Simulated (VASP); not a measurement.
# GaH5Pd: relaxation of cell and atoms with r2SCAN+rVV10

GaH5Pd:

```
CELL_PARAMETERS angstrom
2.93805 0.00000 0.00000
0.00000 2.93805 0.00000
0.00000 0.00000 6.45717
ATOMIC_POSITIONS crystal
Ga 0.50000 0.50000 0.00000
Pd 0.00000 0.00000 0.50000
H 0.00000 0.50000 0.34197
H 0.00000 0.50000 0.65803
H 0.50000 0.00000 0.34197
H 0.50000 0.00000 0.65803
H 0.00000 0.00000 0.00000
```

* Program: VASP 6.6.1
* Task: relaxation of cell and atoms
* Functional: r2SCAN
* Dispersion: rVV10
* Potentials or basis: VASP PAW PBE potentials, release 64 (Ga_d, Pd, H)
* Cutoff: 600 eV
* k mesh: 8 × 8 × 4
* Occupations: fermi-dirac, width 0.03 eV
* Spin: no spin polarisation
* Dipole correction: no
* Further INCAR settings: ALGO = Normal; EDIFF = 1e-06; IBRION = 2; EDIFFG = -0.01; NSW = 100; ISIF = 3

| Item | Value |
| --- | --- |
| Relaxed volume | 8.20 Å³/atom |
| Relaxed cell | a = 2.989 Å, b = 2.989 Å, c = 6.426 Å, α = 90.00°, β = 90.00°, γ = 90.00° |
| Space group after relaxing (to 0.05 Å) | P4/mmm (No. 123) |
| Energy gained by relaxing | 3.3 meV/atom |
| Ionic steps | 11 |
| Pressure after relaxing | 0.0 GPa |
| Largest force after relaxing | 0.005 eV/Å |
| Band gap on the k mesh | zero (band 14 reaches 6.77 eV, above the bottom of band 15 at 3.30 eV) |

Forces in eV/Å, atoms in the order of the input:
```
Ga   0.000  0.000  0.000
Pd   0.000  0.000  0.000
H    0.000  0.000  0.005
H    0.000  0.000 -0.005
H    0.000  0.000  0.005
H    0.000  0.000 -0.005
H    0.000  0.000  0.000
```

Stress tensor (GPa, compression positive):
```
 0.03  0.00  0.00
 0.00  0.03  0.00
 0.00  0.00 -0.08
```

Step by step:
```tsv
step	energy change (eV)	largest force (eV/Å)	pressure (GPa)	volume (Å³)
1	0.0000	0.0414	1.84	55.74
2	-0.0112	0.0941	0.48	56.48
3	-0.0142	0.1538	-1.25	57.48
4	-0.0148	0.1371	-0.71	57.17
5	-0.0202	0.0838	-0.39	57.14
6	-0.0219	0.0316	-0.10	57.12
7	-0.0223	0.0173	0.16	57.06
8	-0.0224	0.0093	0.30	57.03
9	-0.0228	0.0125	0.14	57.20
10	-0.0229	0.0165	-0.05	57.40
11	-0.0230	0.0054	-0.01	57.43
```

Final structure:
```cif
data_structure
_symmetry_space_group_name_H-M 'P 1'
_symmetry_Int_Tables_number 1
_cell_length_a 2.9895
_cell_length_b 2.9895
_cell_length_c 6.4259
_cell_angle_alpha 90.000
_cell_angle_beta 90.000
_cell_angle_gamma 90.000
_cell_volume 57.43
loop_
_atom_site_label
_atom_site_type_symbol
_atom_site_fract_x
_atom_site_fract_y
_atom_site_fract_z
_atom_site_occupancy
Ga1 Ga 0.50000 0.50000 0.00000 1
Pd1 Pd 0.00000 0.00000 0.50000 1
H1 H 0.00000 0.50000 0.34669 1
H2 H 0.00000 0.50000 0.65331 1
H3 H 0.50000 0.00000 0.34669 1
H4 H 0.50000 0.00000 0.65331 1
H5 H 0.00000 0.00000 0.00000 1
```

Levels at points of the mesh, in eV from the Fermi level:
| k point | band 12 | band 13 | band 14 | band 15 | band 16 | band 17 |
| --- | --- | --- | --- | --- | --- | --- |
| (0.00, 0.00, 0.00) | -3.74 | -2.89 | 2.20 | 3.16 | 4.68 | 5.75 |
| (0.50, 0.00, 0.00) | -3.63 | -3.60 | -3.00 | -0.85 | 1.18 | 7.59 |
| (0.50, 0.50, 0.00) | -2.51 | -2.22 | -1.31 | 0.46 | 0.46 | 3.81 |
| (0.00, 0.00, 0.50) | -3.75 | -2.89 | 1.36 | 2.15 | 5.07 | 5.90 |
| (0.50, 0.00, 0.50) | -3.72 | -3.60 | -1.90 | -1.09 | 3.52 | 4.19 |
| (0.50, 0.50, 0.50) | -2.59 | -2.51 | -1.45 | -0.23 | -0.23 | 4.11 |

Wall time 14 min on 1 thread of Intel(R) Xeon(R) 6975P-C (Granite Rapids), with other jobs on the host, peak memory 0.36 GiB.

Caveat: the PAW data sets were made with another functional, which shifts forces and pressure a little.
